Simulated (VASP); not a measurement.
## Ge: single point with PBEsol

The system is Ge.

```xyz
1
Lattice="1.3971 -2.6005 0.0000 1.3971 2.6005 0.0000 0.0000 0.0000 2.6982" Properties=species:S:1:pos:R:3 pbc="T T T"
Ge    1.3971    0.0000    0.0000
```

```json
{
  "Program": "VASP 6.6.1",
  "Task": "single point",
  "Functional": "PBEsol",
  "Potentials or basis": "VASP PAW PBE potentials, release 64 (Ge_d)",
  "Cutoff": "500 eV",
  "k mesh": "5 × 5 × 4",
  "Occupations": "fermi-dirac, width 0.1 eV",
  "Spin": "no spin polarisation"
}
```

```json
{
  "Pressure": "-1.2 GPa",
  "Band gap on the k mesh": "zero (bands 7 and 8 overlap by 8.20 eV)"
}
```

Stress tensor (GPa, compression positive):
```
 0.83  0.00  0.00
 0.00  4.56  0.00
 0.00  0.00 -9.04
```

Levels at points of the mesh, in eV from the Fermi level:
```
           k point  band 3  band 4  band 5  band 6  band 7  band 8  band 9  band 10  band 11  band 12
(0.00, 0.00, 0.00)  -24.61  -24.52  -24.50  -12.99    6.52    7.01    8.51    10.05    12.35    14.70
(0.00, 0.00, 0.50)  -24.58  -24.57  -24.54   -9.20   -5.85    9.86   11.35    15.91    15.94    17.12
```

It took 6.6 s on 1 thread of Intel Xeon 8259CL, with other jobs on the host, peak memory 0.13 GiB.

Caveat: the k points lie up to 0.58 Å⁻¹ apart, too coarse for converged energies and pressures of a metal; the PAW data sets were made with another functional, which shifts forces and pressure a little.
